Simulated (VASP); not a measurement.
Here is a VASP 6.6.1 calculation.

INCAR

```
SYSTEM = Cr
ALGO = Normal ; AMIX = 0.2
AMIX_MAG = 0.8 ; BMIX = 1E-4
BMIX_MAG = 1E-4 ; EDIFF = 1E-6
ENCUT = 500 ; GGA = PE
GGA_COMPAT = .False. ; ISIF = 2
ISMEAR = -1 ; ISYM = -1
I_CONSTRAINED_M = 1 ; KPAR = 4
LAMBDA = 10 ; LASPH = .True.
LCHARG = .True. ; LMAXMIX = 4
LNONCOLLINEAR = .True. ; LORBIT = 11
LREAL = .False. ; LVHAR = .True.
LWAVE = .False. ; MAGMOM = 0 0 0 0 0 0
M_CONSTR = 0 0 3 0 0 3 ; NBANDS = 36
NELM = 200 ; PREC = Accurate
RWIGS = 1.39 ; SIGMA = 0.08
```

The input KPOINTS:

```
k-points
0
Gamma
  10 10 10
  0 0 0
```

File POSCAR:

```
Cr
1.0
    2.8839000000      0.0000000000      0.0000000000
    0.0000000000      2.8839000000      0.0000000000
    0.0000000000      0.0000000000      2.8839000000
Cr
2
Direct
    0.0000000000      0.0000000000      0.0000000000
    0.5000000000      0.5000000000      0.5000000000
```

Potentials or basis: VASP PAW PBE potentials, release 64 (Cr_pv).

Command:

```bash
$ cat potpaw_PBE.64/Cr_pv/POTCAR > POTCAR
$ mpirun -np 4 vasp_ncl > vasp.out
```

(1) Predict the band gap on the k mesh.

Results:

(1) zero (bands 24 and 25 overlap by 1.42 eV).

Caveat: moments held by a penalty.
